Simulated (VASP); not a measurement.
# W (Im-3m) in VASP: further runs

Runs on W. Level: PBEsol. Tasks: single point, relaxation of cell and atoms.

Program: VASP 6.6.1. These are calculated values, not measurements. Logs are shortened: lines on timing, memory, paths and dates and some standing lists are left out, and cuts for length are marked.

### Step 1. The cell of the first run

The structure is cubic, space group Im-3m (No. 229). The conventional cell has a = 3.155 Å, b = 3.155 Å, c = 3.155 Å, α = 90.00°, β = 90.00°, γ = 90.00°. Within 3.6 Å of W (site symmetry m-3m) lie 14 W at 2.73 to 3.15 Å.

### Step 2. Single point, PBEsol

The input, INCAR:

```
SYSTEM = W
PREC = Accurate
ENCUT = 520
EDIFF = 1E-6
ISMEAR = -1
SIGMA = 0.1
LREAL = .FALSE.
LASPH = .TRUE.
NELM = 100
ALGO = Normal
ISIF = 2
LWAVE = .FALSE.
LCHARG = .FALSE.
GGA = PS
NBANDS = 13
```

The input, KPOINTS:

```
regular mesh
0
G
  14 14 14
  0 0 0
```

The input, POSCAR:

```
W
1.0
   -1.5773233629      1.5773233629      1.5773233629
    1.5773233629     -1.5773233629      1.5773233629
    1.5773233629      1.5773233629     -1.5773233629
W
1
Direct
    0.0000000000      0.0000000000      0.0000000000
```

Potentials or basis: VASP PAW PBE potentials, release 64 (W_sv).

Run with:

```bash
> cat potpaw_PBE.64/W_sv/POTCAR > POTCAR
> mpirun -np 1 vasp_std > vasp.out
```

OUTCAR:

```text
SYSTEM = W
   PREC = Accurate
   ENCUT = 520
   EDIFF = 1E-6
   ISMEAR = -1
   LREAL = .FALSE.
   LASPH = .TRUE.
   NELM = 100
   ISIF = 2
   GGA = PS

 ion  position               nearest neighbor table
   1  0.000  0.000  0.000-

  LATTYP: Found a body centered cubic cell.
 ALAT       =     3.1546467258

  Lattice vectors:

 A1 = (  -1.5773233629,   1.5773233629,   1.5773233629)
 A2 = (   1.5773233629,  -1.5773233629,   1.5773233629)
 A3 = (   1.5773233629,   1.5773233629,  -1.5773233629)

Analysis of symmetry for initial positions (statically):
=====================================================================
 Subroutine PRICEL returns:
 Original cell was already a primitive cell.

 Routine SETGRP: Setting up the symmetry group for a
 body centered cubic supercell.

 Subroutine GETGRP returns: Found 48 space group operations
 (whereof 48 operations were pure point group operations)
 out of a pool of 48 trial point group operations.

The static configuration has the point symmetry O_h .

Analysis of symmetry for dynamics (positions and initial velocities):
=====================================================================
 Subroutine PRICEL returns:
 Original cell was already a primitive cell.

 Routine SETGRP: Setting up the symmetry group for a
 body centered cubic supercell.

 Subroutine GETGRP returns: Found 48 space group operations
 (whereof 48 operations were pure point group operations)
 out of a pool of 48 trial point group operations.

The dynamic configuration has the point symmetry O_h .

 Subroutine INISYM returns: Found 48 space group operations
 (whereof 48 operations are pure point group operations),
 and found     1 'primitive' translations

----------------------------------------------------------------------------------------

                                     Primitive cell

  volume of cell :      15.6972

  direct lattice vectors                    reciprocal lattice vectors
    -1.577323363  1.577323363  1.577323363     0.000000000  0.316992705  0.316992705
     1.577323363 -1.577323363  1.577323363     0.316992705  0.000000000  0.316992705
     1.577323363  1.577323363 -1.577323363     0.316992705  0.316992705  0.000000000

  length of vectors
     2.732004205  2.732004205  2.732004205     0.448295383  0.448295383  0.448295383

  position of ions in fractional coordinates (direct lattice)
     0.000000000  0.000000000  0.000000000

[... 81 lines left out ...]
   ISIF   =      2    stress and relaxation
   ISYM   =      2    0-nonsym 1-usesym 2-fastsym
   POTIM  = 0.5000    time-step for ionic-motion
   TEBEG  =    0.0;   TEEND  =   0.0 temperature during run
   PSTRESS=    0.0 pullay stress
   NELECT =      14.0000    total number of electrons
   NUPDOWN=      -1.0000    fix difference up-down
   EMIN   =  10.00;   EMAX   =-10.00  energy-range for DOS
   EFERMI =   0.00;   METHOD = LEGACY
   ISMEAR =    -1;   SIGMA  =   0.10  broadening in eV -4-tet -1-fermi 0-gaus
   EFERMI_NEDOS =   21; number of points for ismear=-14 and -15
   IALGO  =     38    algorithm
   IMIX   =      4    mixing-type and parameters
     AMIX     =   0.40;   BMIX     =  1.00
     AMIX_MAG =   1.60;   BMIX_MAG =  1.00
  volume/ion in A,a.u.               =      15.70       105.93
  Fermi-wavevector in a.u.,A,eV,Ry     =   1.575833  2.977892 33.786650  2.483249
  Thomas-Fermi vector in A             =   2.676757
   LORBIT       =      0    0 simple, 1 ext, 2 COOP (PROOUT), +10 PAW based schemes
   GGA     = PS    functional components
   LHFCALC =     F    Hartree Fock is set to
   AEXX    =    0.0000 exact exchange contribution
   IVDW    =     0    specifies the selected vdW correction
   LEPSILON=     F    determine dielectric tensor
   LRPA    =     F    only Hartree local field effects (RPA)
 non-spin polarized calculation
  energy-cutoff  :      520.00
  volume of cell :       15.70
 maximum number of plane-waves:       433
   NGX = 11   NGY = 11   NGZ = 11

 number of electron      14.0000005 magnetization

 Free energy of the ion-electron system (eV)
  ---------------------------------------------------
  ext. energy  EPLUGINS =         0.00000000
  ---------------------------------------------------
  free energy    TOTEN  =       -13.80745415 eV

  energy without entropy =      -13.78787554  energy(sigma->0) =      -13.79766484

 E-fermi :  11.4889     XC(G=0): -13.8170

 val. band max:       11.4328710499   @ k =   0.4286   0.0000   0.0000
 cond. band min:      11.5013262347   @ k =   0.4286   0.0714   0.0000
 fundamental gap:      0.0684551848
 Fermi energy:        11.4889185970

 k-point     1 :       0.0000    0.0000    0.0000
  band No.  band energies     occupation
      1     -62.7189      2.00000
      2     -26.2617      2.00000
      3     -26.2617      2.00000
      4     -26.2617      2.00000
      5       1.7095      2.00000
      6      10.1637      2.00000
      7      10.1637      2.00000
      8      10.1637      2.00000
      9      13.6752      0.00000
     10      13.6752      0.00000
     11      25.9810      0.00000
     12      25.9810      0.00000
     13      25.9810      0.00000
[... 354 lines left out ...]
  band No.  band energies     occupation
      1     -62.5613      2.00000
      2     -27.2893      2.00000
      3     -27.0856      2.00000
      4     -26.4297      2.00000
      5       6.9091      2.00000
      6       8.3835      2.00000
      7       9.1080      2.00000
      8      13.9250      0.00000
      9      14.5353      0.00000
     10      19.8416      0.00000
     11      21.7751      0.00000
     12      23.8345      0.00000
     13      28.6760      0.00000

 [... further k-points ...]

------------------------ aborting loop because EDIFF is reached ----------------------------------------

  FORCE on cell =-STRESS in cart. coord.  units (eV):
  Direction    XX          YY          ZZ          XY          YZ          ZX
  --------------------------------------------------------------------------------------
  -------------------------------------------------------------------------------------
  Total        0.0643769      0.0643769      0.0643769      0.0000000      0.0000000      0.0000000
  in kB        6.5708043      6.5708043      6.5708043      0.0000000      0.0000000      0.0000000
  external PRESSURE =       6.5708043 kB  Pullay stress =       0.0000000 kB

 VOLUME and BASIS-vectors are now :
 -----------------------------------------------------------------------------
  energy-cutoff  :      520.00
  volume of cell :       15.70
      direct lattice vectors                 reciprocal lattice vectors
    -1.577323363  1.577323363  1.577323363     0.000000000  0.316992705  0.316992705
     1.577323363 -1.577323363  1.577323363     0.316992705  0.000000000  0.316992705
     1.577323363  1.577323363 -1.577323363     0.316992705  0.316992705  0.000000000

 POSITION                                       TOTAL-FORCE (eV/Angst)
 -----------------------------------------------------------------------------------
      0.00000      0.00000      0.00000         0.000000      0.000000      0.000000
 -----------------------------------------------------------------------------------
    total drift:                                0.000000     -0.000000      0.000000

  FREE ENERGIE OF THE ION-ELECTRON SYSTEM (eV)
  ---------------------------------------------------
  free  energy   TOTEN  =       -13.8074541479 eV

  energy  without entropy=      -13.7878755415  energy(sigma->0) =      -13.79766484
```

stdout:

```text
POSCAR found type information on POSCAR W
 POSCAR found :  1 types and       1 ions
 scaLAPACK will be used
 -----------------------------------------------------------------------------
|                                                                             |
|                                                                             |
|     You enforced a specific xc type in the INCAR file but a different       |
|     I HOPE YOU KNOW WHAT YOU ARE DOING!                                     |
|                                                                             |
 -----------------------------------------------------------------------------

 LDA part: xc-table for (Slater+PW92), standard interpolation
 POSCAR, INCAR and KPOINTS ok, starting setup
 FFT: planning ... GRIDC
 FFT: planning ... GRID_SOFT
 FFT: planning ... GRID
 WAVECAR not read
 entering main loop
```

It took 13 s on 1 thread of Intel Xeon Platinum 8259CL at 2.50GHz (Skylake/Cascade Lake), shared host; peak memory 0.14 GiB.

Results:

```
Free energy            : -13.8075 eV
Pressure               : 0.7 GPa
Band gap on the k mesh : zero (bands 7 and 8 overlap by 6.50 eV)
```

Levels at points of the mesh, in eV from the Fermi level:
| k point | band 5 | band 6 | band 7 | band 8 | band 9 | band 10 |
| --- | --- | --- | --- | --- | --- | --- |
| (0.00, 0.00, 0.00) | -9.78 | -1.33 | -1.33 | -1.33 | 2.19 | 2.19 |
| (0.50, 0.00, 0.00) | -6.43 | -3.70 | 0.66 | 2.09 | 3.08 | 6.18 |
| (0.50, 0.50, 0.50) | -6.00 | -6.00 | 5.18 | 5.18 | 5.18 | 8.26 |

Caveat: the PAW data sets were made with another functional, which shifts forces and pressure a little; spin-orbit coupling is left out, which moves the levels of the heavy elements.

[end of part 1 of 3]

The gap in the log of VASP goes by the Fermi energy; the results here count the filled bands.